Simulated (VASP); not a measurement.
Write the native input for VASP 6.6.1 that does the following.

```
Task                   : single point
Functional             : PBE
Potentials or basis    : VASP PAW PBE potentials, release 64 (In_d, Te, S)
Cutoff                 : 520 eV
k mesh                 : 12 × 12 × 4
Occupations            : gaussian, width 0.1 eV
Spin                   : no spin polarisation
Dipole correction      : no
Further INCAR settings : ALGO = Normal; EDIFF = 1e-07; NBANDS = 30
```

The structure of In2Te2S lies in POSCAR:

```
In2Te2S
1.0
    4.1133487442      0.0000000000      0.0000000000
   -2.0566743721      3.5622645071      0.0000000000
    0.0000000000      0.0000000000     10.6210027711
In Te S
2 2 1
Direct
    0.6666666667      0.3333333333      0.8384238606
    0.3333333333      0.6666666667      0.1615761394
    0.6666666667      0.3333333333      0.3143121464
    0.3333333333      0.6666666667      0.6856878536
    0.0000000000      0.0000000000      0.0000000000
```

The cell was built from a structure type or drawn by symmetry, and may not be a known phase.

The input as run:

INCAR

```
ALGO = Normal
EDIFF = 1E-7
ENCUT = 520
GGA = PE
ISIF = 2
ISMEAR = 0
LASPH = True
LCHARG = False
LREAL = False
LWAVE = False
NBANDS = 30
NELM = 60
PREC = Accurate
SIGMA = 0.1
```

KPOINTS

```
k-points
0
Gamma
  12 12 4
```

Potentials or basis: VASP PAW PBE potentials, release 64 (In_d, Te, S).

The run is started by

```console
$ cat potpaw_PBE.64/In_d/POTCAR potpaw_PBE.64/Te/POTCAR potpaw_PBE.64/S/POTCAR > POTCAR
$ mpirun -np 1 vasp_std > vasp.out
```

It gave:

| Quantity | Value |
| --- | --- |
| Pressure | 0.0 GPa |
| Largest force | 0.007 eV/Å |
| Band gap on the k mesh | zero (bands 22 and 23 overlap by 0.72 eV) |

Caveat: spin-orbit coupling is left out, which moves the levels of the heavy elements; this functional lacks dispersion, which binds the layers, so the pressure and a relaxed spacing across them are unreliable.

It took 7.6 min on 1 thread of Intel Xeon 8259CL (shared host), peak memory 0.48 GiB.
